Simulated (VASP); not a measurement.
# LiCl (P6_3mc) in VASP: notebook, part 2 of 2

VASP 6.6.1. The steps go on from the part before.

**3. Single point, PBE (strained and its atoms moved)**

The input, INCAR:

```
SYSTEM = LiCl
  PREC = Accurate
  ENCUT = 520
  EDIFF = 1E-7
  ISMEAR = 0
  SIGMA = 0.02
  LREAL = .FALSE.
  LASPH = .TRUE.
  NELM = 60
  ALGO = Normal
  ISIF = 2
  LWAVE = .FALSE.
  LCHARG = .TRUE.
  GGA = PE
  LELF = .TRUE.
  LVHAR = .TRUE.
  NBANDS = 18
```

The input, KPOINTS:

```
regular mesh
0
G
  9 9 4
  0 0 0
```

The input, POSCAR:

```
LiCl
1.0
    3.9498052103      0.0000000000      0.0000000000
   -1.9749026052      3.4206316522      0.0000000000
    0.0000000000      0.0000000000      6.2068141424
Li Cl
2 2
Direct
    0.6666666700      0.3333333300      0.8917472922
    0.3333333300      0.6666666700      0.3917472922
    0.6666666700      0.3333333300      0.4832537078
    0.3333333300      0.6666666700      0.9832537078
```

Potentials or basis: VASP PAW PBE potentials, release 64 (Li_sv, Cl).

Command:

```bash
cat potpaw_PBE.64/Li_sv/POTCAR potpaw_PBE.64/Cl/POTCAR > POTCAR
mpirun -np 1 vasp_std > vasp.out
```

OUTCAR:

```text
SYSTEM = LiCl
   PREC = Accurate
   ENCUT = 520
   EDIFF = 1E-7
   ISMEAR = 0
   LREAL = .FALSE.
   LASPH = .TRUE.
   NELM = 60
   ISIF = 2
   GGA = PE

 ion  position               nearest neighbor table
   1  0.667  0.333  0.892-   4 2.35   4 2.35   4 2.35   3 2.54
   2  0.333  0.667  0.392-   3 2.35   3 2.35   3 2.35   4 2.54
   3  0.667  0.333  0.483-   2 2.35   2 2.35   2 2.35   1 2.54
   4  0.333  0.667  0.983-   1 2.35   1 2.35   1 2.35   2 2.54

  LATTYP: Found a hexagonal cell.
 ALAT       =     3.9498052103
 C/A-ratio  =     1.5714228454

  Lattice vectors:

 A1 = (   3.9498052103,   0.0000000000,   0.0000000000)
 A2 = (  -1.9749026052,   3.4206316522,   0.0000000000)
 A3 = (   0.0000000000,   0.0000000000,   6.2068141424)

Analysis of symmetry for initial positions (statically):
=====================================================================
 Subroutine PRICEL returns:
 Original cell was already a primitive cell.

 Routine SETGRP: Setting up the symmetry group for a
 hexagonal supercell.

 Subroutine GETGRP returns: Found 12 space group operations
 (whereof  6 operations were pure point group operations)
 out of a pool of 24 trial point group operations.

The static configuration has the point symmetry C_3v.
 The point group associated with its full space group is C_6v.

Analysis of symmetry for dynamics (positions and initial velocities):
=====================================================================
 Subroutine PRICEL returns:
 Original cell was already a primitive cell.

 Routine SETGRP: Setting up the symmetry group for a
 hexagonal supercell.

 Subroutine GETGRP returns: Found 12 space group operations
 (whereof  6 operations were pure point group operations)
 out of a pool of 24 trial point group operations.

The dynamic configuration has the point symmetry C_3v.
 The point group associated with its full space group is C_6v.

 Subroutine INISYM returns: Found 12 space group operations
 (whereof  6 operations are pure point group operations),
 and found     1 'primitive' translations

----------------------------------------------------------------------------------------

                                     Primitive cell

  volume of cell :      83.8592

  direct lattice vectors                    reciprocal lattice vectors
     3.949805210  0.000000000  0.000000000     0.253177042  0.146171833  0.000000000
    -1.974902605  3.420631652  0.000000000     0.000000000  0.292343667  0.000000000
     0.000000000  0.000000000  6.206814142     0.000000000  0.000000000  0.161113250

  length of vectors
     3.949805210  3.949805210  6.206814142     0.292343667  0.292343667  0.161113250

  position of ions in fractional coordinates (direct lattice)
     0.666666670  0.333333330  0.891747292
     0.333333330  0.666666670  0.391747292
     0.666666670  0.333333330  0.483253708
     0.333333330  0.666666670  0.983253708

  ion indices of the primitive-cell ions
   primitive index   ion index
                 1           1
                 2           2
                 3           3
                 4           4

----------------------------------------------------------------------------------------

[... 26 lines left out ...]
  0.000000  0.000000  0.000000      1.000000
  0.111111  0.000000  0.000000      6.000000
  0.222222  0.000000  0.000000      6.000000
  0.333333  0.000000  0.000000      6.000000
  0.444444  0.000000  0.000000      6.000000
  0.111111  0.111111  0.000000      6.000000
[... 16 lines left out ...]
  0.333333  0.222222  0.250000     24.000000
  0.333333  0.333333  0.250000      4.000000
 [... further k-points ...]
   k-points           NKPTS =     36   k-points in BZ     NKDIM =     36   number of bands    NBANDS=     18
   number of dos      NEDOS =    301   number of ions     NIONS =      4
   total plane-waves  NPLWV =  43200
   dimension x,y,z NGX =    30 NGY =   30 NGZ =   48
   dimension x,y,z NGXF=    60 NGYF=   60 NGZF=   96
   ions per type =               2   2
   NGX,Y,Z   is equivalent  to a cutoff of  12.63, 12.63, 12.86 a.u.
   NGXF,Y,Z  is equivalent  to a cutoff of  25.25, 25.25, 25.71 a.u.
 SYSTEM =  LiCl
   PREC   = accura    normal or accurate (medium, high low for compatibility)
   ISTART =      0    job   : 0-new  1-cont  2-samecut
   ICHARG =      2    charge: 1-file 2-atom 10-const
   ISPIN  =      1    spin polarized calculation?
   LNONCOLLINEAR =      F non collinear calculations
   LSORBIT =      F    spin-orbit coupling
   LASPH  =      T    aspherical Exc in radial PAW
   ENCUT  =  520.0 eV  38.22 Ry    6.18 a.u.   7.34  7.34 11.54*2*pi/ulx,y,z
   NELM   =     60;   NELMIN=  2; NELMDL= -5     # of ELM steps
   EDIFF  = 0.1E-06   stopping-criterion for ELM
   LREAL  =      F    real-space projection
   EDIFFG = 0.1E-05   stopping-criterion for IOM
   NSW    =      0    number of steps for IOM
   IBRION =     -1    ionic relax: 0-MD 1-quasi-New 2-CG
   NFREE  =      0    steps in history (QN), initial steepest desc. (CG)
   ISIF   =      2    stress and relaxation
   ISYM   =      2    0-nonsym 1-usesym 2-fastsym
   POTIM  = 0.5000    time-step for ionic-motion
   TEBEG  =    0.0;   TEEND  =   0.0 temperature during run
   PSTRESS=    0.0 pullay stress
   NELECT =      20.0000    total number of electrons
   NUPDOWN=      -1.0000    fix difference up-down
   EMIN   =  10.00;   EMAX   =-10.00  energy-range for DOS
   EFERMI =   0.00;   METHOD = LEGACY
   ISMEAR =     0;   SIGMA  =   0.02  broadening in eV -4-tet -1-fermi 0-gaus
   EFERMI_NEDOS =   21; number of points for ismear=-14 and -15
   IALGO  =     38    algorithm
   IMIX   =      4    mixing-type and parameters
     AMIX     =   0.40;   BMIX     =  1.00
     AMIX_MAG =   1.60;   BMIX_MAG =  1.00
  volume/ion in A,a.u.               =      20.96       141.48
  Fermi-wavevector in a.u.,A,eV,Ry     =   1.015238  1.918522 14.023640  1.030708
  Thomas-Fermi vector in A             =   2.148512
   LORBIT       =      0    0 simple, 1 ext, 2 COOP (PROOUT), +10 PAW based schemes
   GGA     = PE    functional components
   LHFCALC =     F    Hartree Fock is set to
   AEXX    =    0.0000 exact exchange contribution
   IVDW    =     0    specifies the selected vdW correction
   LEPSILON=     F    determine dielectric tensor
   LRPA    =     F    only Hartree local field effects (RPA)
 non-spin polarized calculation
 Gauss-broadening in eV      SIGMA  =   0.02
  energy-cutoff  :      520.00
  volume of cell :       83.86
 maximum number of plane-waves:      2297
 NGX is ok and might be reduce to    30
   NGX = 15   NGY = 15   NGZ = 23

 number of electron      20.0000011 magnetization

 Free energy of the ion-electron system (eV)
  ---------------------------------------------------
  ext. energy  EPLUGINS =         0.00000000
  ---------------------------------------------------
  free energy    TOTEN  =       -14.84203763 eV

  energy without entropy =      -14.84203763  energy(sigma->0) =      -14.84203763

 E-fermi :  -0.9089     XC(G=0):  -7.6183

 val. band max:       -1.0759783394   @ k =   0.0000   0.0000   0.0000
 cond. band min:       4.6979039977   @ k =   0.0000   0.0000   0.0000
 fundamental gap:      5.7738823371
 Fermi energy:        -0.9088858013

 k-point     1 :       0.0000    0.0000    0.0000
  band No.  band energies     occupation
      1     -44.2089      2.00000
      2     -44.2074      2.00000
      3     -13.9756      2.00000
      4     -13.6375      2.00000
      5      -3.2472      2.00000
      6      -1.7256      2.00000
[... 481 lines left out ...]
      5      -2.9661      2.00000
      6      -2.6049      2.00000
[... 10 lines left out ...]
     17      10.8669      0.00000
     18      11.2008      0.00000

 [... further k-points ...]

------------------------ aborting loop because EDIFF is reached ----------------------------------------

  FORCE on cell =-STRESS in cart. coord.  units (eV):
  Direction    XX          YY          ZZ          XY          YZ          ZX
  --------------------------------------------------------------------------------------
  -------------------------------------------------------------------------------------
  Total        0.2489066      0.2489066     -0.4191868     -0.0000000      0.0000000      0.0000000
  in kB        4.7555007      4.7555007     -8.0087998     -0.0000000      0.0000000      0.0000000
  external PRESSURE =       0.5007338 kB  Pullay stress =       0.0000000 kB

 VOLUME and BASIS-vectors are now :
 -----------------------------------------------------------------------------
  energy-cutoff  :      520.00
  volume of cell :       83.86
      direct lattice vectors                 reciprocal lattice vectors
     3.949805210  0.000000000  0.000000000     0.253177042  0.146171833  0.000000000
    -1.974902605  3.420631652  0.000000000     0.000000000  0.292343667  0.000000000
     0.000000000  0.000000000  6.206814142     0.000000000  0.000000000  0.161113250

 POSITION                                       TOTAL-FORCE (eV/Angst)
 -----------------------------------------------------------------------------------
      1.97490      1.14021      5.53491        -0.000000     -0.000000     -0.174440
     -0.00000      2.28042      2.43150         0.000000      0.000000     -0.174440
      1.97490      1.14021      2.99947        -0.000000      0.000000      0.174440
     -0.00000      2.28042      6.10287         0.000000      0.000000      0.174440
 -----------------------------------------------------------------------------------
    total drift:                                0.000006     -0.000003     -0.000206

  FREE ENERGIE OF THE ION-ELECTRON SYSTEM (eV)
  ---------------------------------------------------
  free  energy   TOTEN  =       -14.8420376259 eV

  energy  without entropy=      -14.8420376259  energy(sigma->0) =      -14.84203763
```

stdout:

```text
POSCAR found type information on POSCAR LiCl
 POSCAR found :  2 types and       4 ions
 scaLAPACK will be used
 LDA part: xc-table for (Slater+PW92), standard interpolation
 POSCAR, INCAR and KPOINTS ok, starting setup
 FFT: planning ... GRIDC
 FFT: planning ... GRID_SOFT
 FFT: planning ... GRID
 WAVECAR not read
 entering main loop
```

Run time: 56 s. Hardware: 1 thread of Intel Xeon Platinum 8488C (Sapphire Rapids), shared host; peak memory 0.2 GiB.

What came out:

* Free energy: -14.8420 eV
* Largest force: 0.174 eV/Å
* Band gap on the k mesh: 5.77 eV, direct

Forces on the atoms (eV/Å):
```
Li   0.000  0.000 -0.174
Li   0.000  0.000 -0.174
Cl   0.000  0.000  0.174
Cl   0.000  0.000  0.174
```

Levels at points of the mesh, in eV from the valence-band top:
| k point | band 8 | band 9 | band 10 | band 11 | band 12 | band 13 |
| --- | --- | --- | --- | --- | --- | --- |
| (0.00, 0.00, 0.00) | -0.32 | -0.32 | 0.00 | 5.77 | 8.11 | 9.64 |
| (0.00, 0.00, 0.50) | -0.49 | -0.49 | -0.49 | 7.20 | 7.20 | 9.83 |

Caveat: the cell differs from its parent crystal (strained and its atoms moved); the cutoff is under 1.25 times the usual one of these potentials, so pressure, stress and relaxed cells hold a basis-set (Pulay) error.
